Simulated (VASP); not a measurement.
# ScAlTlAs3 (P-6m2) in VASP: notebook, part 4 of 4

VASP 6.6.1. The steps go on from the part before.

## Step 5: Relaxation of cell and atoms, PBE

INCAR reads:

```
SYSTEM = ScAlTlAs3
PREC     = Accurate       ! precision mode
ENCUT    = 600            ! plane-wave cutoff, eV
EDIFF    = 1E-7           ! SCF threshold, eV
ISMEAR   = 0              ! smearing method
SIGMA    = 0.1            ! smearing width, eV
LREAL    = .FALSE.        ! projectors in reciprocal space
LASPH    = .TRUE.         ! aspherical terms in the spheres
NELM     = 100            ! most SCF steps
ALGO     = Normal         ! electronic algorithm
ISIF     = 3              ! what is computed and relaxed
LWAVE    = .FALSE.        ! write WAVECAR
LCHARG   = .FALSE.        ! write CHGCAR
GGA      = PE             ! functional
IBRION   = 2              ! ionic algorithm
NSW      = 90             ! ionic steps
EDIFFG   = -0.04          ! ionic threshold
```

KPOINTS reads:

```
Automatic mesh
0
G
  3 3 4
  0 0 0
```

POSCAR reads:

```
ScAlTlAs3
1.0
    6.0423756500      0.0000000000      0.0000000000
   -3.0211878200      5.2328508100      0.0000000000
    0.0000000000      0.0000000000      4.4426309800
Sc Al Tl As
1 1 1 3
Direct
    0.3333333300      0.6666666700      0.0000000000
    0.0000000000      0.0000000000      0.0000000000
    0.6666666700      0.3333333300      0.0000000000
    0.6650506700      0.8325253300      0.5000000000
    0.1674746700      0.8325253300      0.5000000000
    0.1674746700      0.3349493300      0.5000000000
```

Potentials or basis: VASP PAW PBE potentials, release 64 (Sc_sv, Al, Tl_d, As).

Command:

```sh
$ cat potpaw_PBE.64/Sc_sv/POTCAR potpaw_PBE.64/Al/POTCAR potpaw_PBE.64/Tl_d/POTCAR potpaw_PBE.64/As/POTCAR > POTCAR
$ mpirun -np 1 vasp_std > vasp.out
```

OUTCAR:

```text
SYSTEM = ScAlTlAs3
   PREC = Accurate
   ENCUT = 600
   EDIFF = 1E-7
   ISMEAR = 0
   LREAL = .FALSE.
   LASPH = .TRUE.
   NELM = 100
   ISIF = 3
   GGA = PE
   IBRION = 2
   NSW = 90
   EDIFFG = -0.04

 ion  position               nearest neighbor table
   1  0.333  0.667  0.000-   5 2.82   5 2.82   6 2.82   6 2.82   4 2.82   4 2.82   3 3.49   3 3.49
                             3 3.49
   2  0.000  0.000  0.000-   6 2.83   6 2.83   4 2.83   4 2.83   5 2.83   5 2.83   3 3.49   3 3.49
                             3 3.49
   3  0.667  0.333  0.000-   2 3.49   1 3.49   1 3.49   2 3.49   2 3.49   1 3.49
   4  0.665  0.833  0.500-   1 2.82   1 2.82   2 2.83   2 2.83
   5  0.167  0.833  0.500-   1 2.82   1 2.82   2 2.83   2 2.83
   6  0.167  0.335  0.500-   1 2.82   1 2.82   2 2.83   2 2.83

  LATTYP: Found a hexagonal cell.
 ALAT       =     6.0423756500
 C/A-ratio  =     0.7352457439

  Lattice vectors:

 A1 = (   6.0423756500,   0.0000000000,   0.0000000000)
 A2 = (  -3.0211878200,   5.2328508100,   0.0000000000)
 A3 = (   0.0000000000,   0.0000000000,   4.4426309800)

Analysis of symmetry for initial positions (statically):
=====================================================================
 Subroutine PRICEL returns:
 Original cell was already a primitive cell.

 Routine SETGRP: Setting up the symmetry group for a
 hexagonal supercell.

 Subroutine GETGRP returns: Found 12 space group operations
 (whereof 12 operations were pure point group operations)
 out of a pool of 24 trial point group operations.

The static configuration has the point symmetry D_3h.

Analysis of symmetry for dynamics (positions and initial velocities):
=====================================================================
 Subroutine PRICEL returns:
 Original cell was already a primitive cell.

 Routine SETGRP: Setting up the symmetry group for a
 hexagonal supercell.

 Subroutine GETGRP returns: Found 12 space group operations
 (whereof 12 operations were pure point group operations)
 out of a pool of 24 trial point group operations.

The dynamic configuration has the point symmetry D_3h.

 Subroutine INISYM returns: Found 12 space group operations
[... 129 lines left out ...]

 number of electron      41.9999997 magnetization

 Free energy of the ion-electron system (eV)
  ---------------------------------------------------
  ext. energy  EPLUGINS =         0.00000000
  ---------------------------------------------------
  free energy    TOTEN  =       -26.70036044 eV

  energy without entropy =      -26.66854529  energy(sigma->0) =      -26.68445287

------------------------ aborting loop because EDIFF is reached ----------------------------------------

  FORCE on cell =-STRESS in cart. coord.  units (eV):
  Direction    XX          YY          ZZ          XY          YZ          ZX
  --------------------------------------------------------------------------------------
  -------------------------------------------------------------------------------------
  Total       -0.3471392     -0.3471392     -6.2096576     -0.0000000      0.0000000      0.0000000
  in kB       -3.9593867     -3.9593867    -70.8258706     -0.0000000      0.0000000      0.0000000
  external PRESSURE =     -26.2482147 kB  Pullay stress =       0.0000000 kB
[... 101 lines left out ...]
  FREE ENERGIE OF THE ION-ELECTRON SYSTEM (eV)
  ---------------------------------------------------
  free  energy   TOTEN  =       -27.0914032413 eV

  energy  without entropy=      -27.0740632781  energy(sigma->0) =      -27.08273326

 E-fermi :   5.8319     XC(G=0): -10.0486

 val. band max:        5.6542522630   @ k =   0.0000   0.0000   0.5000
 cond. band min:       5.8882521701   @ k =   0.0000   0.0000   0.2500
 fundamental gap:      0.2339999072
 Fermi energy:         5.8319176634

 k-point     1 :       0.0000    0.0000    0.0000
  band No.  band energies     occupation
      1     -43.9876      2.00000
      2     -22.7083      2.00000
      3     -22.7083      2.00000
      4     -22.5374      2.00000
      5      -7.6344      2.00000
      6      -5.8394      2.00000
[... 241 lines left out ...]
     24       7.2072      0.00000
     25       7.7791      0.00000

[... ionic steps 4 to 11 ...]

--------------------------------------- Ionic step       12  -------------------------------------------

 number of electron      42.0000007 magnetization

------------------------ aborting loop because EDIFF is reached ----------------------------------------
[... 75 lines left out ...]
--------------------------------------- Ionic step       14  -------------------------------------------

 number of electron      42.0000007 magnetization

 Free energy of the ion-electron system (eV)
  ---------------------------------------------------
  ext. energy  EPLUGINS =         0.00000000
  ---------------------------------------------------
  free energy    TOTEN  =       -27.62752693 eV

  energy without entropy =      -27.61427937  energy(sigma->0) =      -27.62090315

 E-fermi :   5.1366     XC(G=0):  -9.7467

 val. band max:        5.1314439380   @ k =   0.3333   0.3333   0.5000
 cond. band min:       5.1632022665   @ k =   0.0000   0.0000   0.5000
 fundamental gap:      0.0317583285
 Fermi energy:         5.1366254586

 k-point     1 :       0.0000    0.0000    0.0000
  band No.  band energies     occupation
      1     -44.6709      2.00000
      2     -23.3865      2.00000
      3     -23.3865      2.00000
      4     -23.2123      2.00000
      5      -7.5667      2.00000
      6      -6.5600      2.00000
[... 274 lines left out ...]
  FREE ENERGIE OF THE ION-ELECTRON SYSTEM (eV)
  ---------------------------------------------------
  free  energy   TOTEN  =       -27.6275269319 eV

  energy  without entropy=      -27.6142793678  energy(sigma->0) =      -27.62090315

 reached required accuracy - stopping structural energy minimisation
```

OSZICAR:

```text
N       E                     dE             d eps       ncg     rms          rms(c)
DAV:   1     0.394873543047E+03    0.39487E+03   -0.20329E+04   450   0.168E+03
DAV:   2     0.155442112353E+02   -0.37933E+03   -0.37573E+03   458   0.444E+02
DAV:   3    -0.265954827306E+02   -0.42140E+02   -0.41478E+02   668   0.121E+02
[... 163 lines left out ...]
DAV:   6    -0.276275266928E+02    0.33019E-05   -0.38312E-05   586   0.500E-02    0.100E-02
DAV:   7    -0.276275273436E+02   -0.65082E-06   -0.49862E-06   555   0.142E-02    0.283E-03
DAV:   8    -0.276275270941E+02    0.24944E-06   -0.68380E-07   561   0.541E-03    0.151E-03
DAV:   9    -0.276275269371E+02    0.15704E-06   -0.56387E-08   260   0.180E-03    0.377E-04
DAV:  10    -0.276275269319E+02    0.52119E-08   -0.20835E-08   255   0.128E-03
  14 F= -.27627527E+02 E0= -.27620903E+02  d E =-.572921E-02
```

Run time: 5.6 min. Hardware: 1 thread of AMD EPYC 9R45 (Zen 5), shared host; peak memory 0.29 GiB.

What came out:

| Property | Result |
| --- | --- |
| Free energy | -27.6275 eV |
| Relaxed volume | 23.44 Å³/atom |
| Relaxed cell | a = 6.593 Å, b = 6.593 Å, c = 3.735 Å, α = 90.00°, β = 90.00°, γ = 120.00° |
| Space group after relaxing (to 0.05 Å) | P-6m2 (No. 187) |
| Energy gained by relaxing | 154.5 meV/atom |
| Ionic steps | 14 |
| Pressure after relaxing | 0.2 GPa |
| Largest force after relaxing | 0.016 eV/Å |
| Band gap on the k mesh | zero (band 21 reaches 5.35 eV, above the bottom of band 22 at 4.68 eV) |

Forces on the atoms (eV/Å):
```
Sc   0.000  0.000  0.000
Al   0.000  0.000  0.000
Tl   0.000  0.000  0.000
As  -0.014 -0.008  0.000
As   0.014 -0.008  0.000
As   0.000  0.016  0.000
```

Stress tensor (GPa, compression positive):
```
0.21 0.00 0.00
0.00 0.21 0.00
0.00 0.00 0.05
```

Step by step:
```
step  energy change (eV)  largest force (eV/Å)  pressure (GPa)  volume (Å³)
   1              0.0000                0.4734           -2.62       140.47
   2             -0.3227                0.6351            0.55       132.71
   3             -0.3910                0.6342            2.47       129.32
   4             -0.3029                0.6689            7.34       122.58
   5             -0.3986                0.6621            3.40       127.85
   6             -0.5589                0.4085            3.57       129.18
   7             -0.6202                0.0845            3.36       130.02
   8             -0.7039                1.0036            3.92       131.42
   9             -0.8448                0.7382            1.08       139.83
  10             -0.8472                0.6925            0.60       141.41
  11             -0.8956                0.4516            0.10       141.65
  12             -0.9213                0.1582           -0.46       141.94
  13             -0.9214                0.1351           -0.49       141.97
  14             -0.9272                0.0157            0.16       140.63
```

Final structure:
```xyz
6
Lattice="6.5934 0.0000 0.0000 -3.2967 5.7101 0.0000 0.0000 0.0000 3.7353" Properties=species:S:1:pos:R:3 pbc="T T T"
Sc    0.0000    3.8067    3.7353
Al   -3.2967    5.7101    3.7353
Tl    3.2967    1.9034    3.7353
As    1.7153    4.7970    1.8677
As   -1.7153    4.7970    1.8677
As    0.0000    1.8261    1.8677
```

Caveat: the k points lie up to 0.42 Å⁻¹ apart in the final cell; spin-orbit coupling is left out, which moves the levels of the heavy elements.

## Step 6: Summary

| task | cell | k mesh | cutoff (eV) | gap on the mesh (eV) | pressure (GPa) | largest force (eV/Å) |
| --- | --- | --- | --- | --- | --- | --- |
| single point | a = 6.042, b = 6.042, c = 4.443 Å, angles 90.0, 90.0, 120.0°, 6 atoms | 3 × 3 × 4 | 520 | none | -2.6 | 0.47 |
| single point | a = 6.599, b = 6.599, c = 3.731 Å, angles 90.0, 90.0, 120.0°, 6 atoms | 3 × 3 × 4 | 520 | none | 0.2 | 0.01 |
| single point | a = 6.599, b = 6.599, c = 3.731 Å, angles 90.0, 90.0, 120.0°, 6 atoms | 3 × 3 × 6 | 520 | none | 0.1 | 0.04 |
| relaxation of cell and atoms | relaxed from a = 6.042, b = 6.042, c = 4.443 Å, angles 90.0, 90.0, 120.0°, 6 atoms | 3 × 3 × 4 | 600 | none | 0.2 | 0.02 |

Alike in all rows: level PBE; potentials or basis VASP PAW PBE potentials, release 64 (Sc_sv, Al, Tl_d, As); no spin polarisation; smearing gaussian 0.1 eV.

Caveats: all runs use coarse meshes; spin-orbit coupling is left out, which moves the levels of the heavy elements.

Total energies depend on the potentials used, so only differences within one code and one set of settings carry meaning.
